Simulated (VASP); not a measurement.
Set up this calculation in VASP 6.6.1, as the native input.

* Task: single point
* Functional: PBE
* Dispersion: D3(BJ)
* Potentials or basis: VASP PAW PBE potentials, release 64 (W_sv, S)
* Cutoff: 520 eV
* k mesh: 10 × 10 × 3
* Occupations: fermi-dirac, width 0.05 eV
* Spin: no spin polarisation
* Dipole correction: no
* Further INCAR settings: ALGO = Normal; EDIFF = 1e-06; NBANDS = 35

The structure of WS2 lies in POSCAR:

```
WS2
1.0
    3.1800000000      0.0000000000      0.0000000000
   -1.5900000000      2.7539607840      0.0000000000
    0.0000000000      0.0000000000     12.5000000000
W S
2 4
Direct
    0.6666666667      0.3333333333      0.7500000000
    0.3333333333      0.6666666667      0.2500000000
    0.6666666667      0.3333333333      0.3750000000
    0.3333333333      0.6666666667      0.8750000000
    0.6666666667      0.3333333333      0.1250000000
    0.3333333333      0.6666666667      0.6250000000
```

One way to write it, as run:

INCAR

```
SYSTEM = WS2
PREC = Accurate
ENCUT = 520
EDIFF = 1E-6
ISMEAR = -1
SIGMA = 0.05
LREAL = .False.
LASPH = .True.
NELM = 80
ALGO = Normal
ISIF = 2
LWAVE = .False.
LCHARG = .False.
GGA = PE
IVDW = 12
NBANDS = 35
```

KPOINTS

```
Automatic mesh
0
Gamma
  10 10 3
  0 0 0
```

Potentials or basis: VASP PAW PBE potentials, release 64 (W_sv, S).

Run with:

```bash
$ cat potpaw_PBE.64/W_sv/POTCAR potpaw_PBE.64/S/POTCAR > POTCAR
$ mpirun -np 1 vasp_std > vasp.out
```

Results of the run:

- Pressure: -1.6 GPa
- Largest force: 0.138 eV/Å
- Band gap on the k mesh: 1.14 eV (least direct gap 2.09 eV)
- Dispersion energy per atom: -0.414 eV

Caveat: three body term missing; spin-orbit coupling is left out, which moves the levels of the heavy elements; an odd mesh through Γ misses points on the zone boundary, where band edges can lie.

Wall time 75 s on 1 thread of Intel(R) Xeon(R) Platinum 8259CL CPU @ 2.50GHz (Skylake/Cascade Lake), with other jobs on the host, peak memory 0.27 GiB.
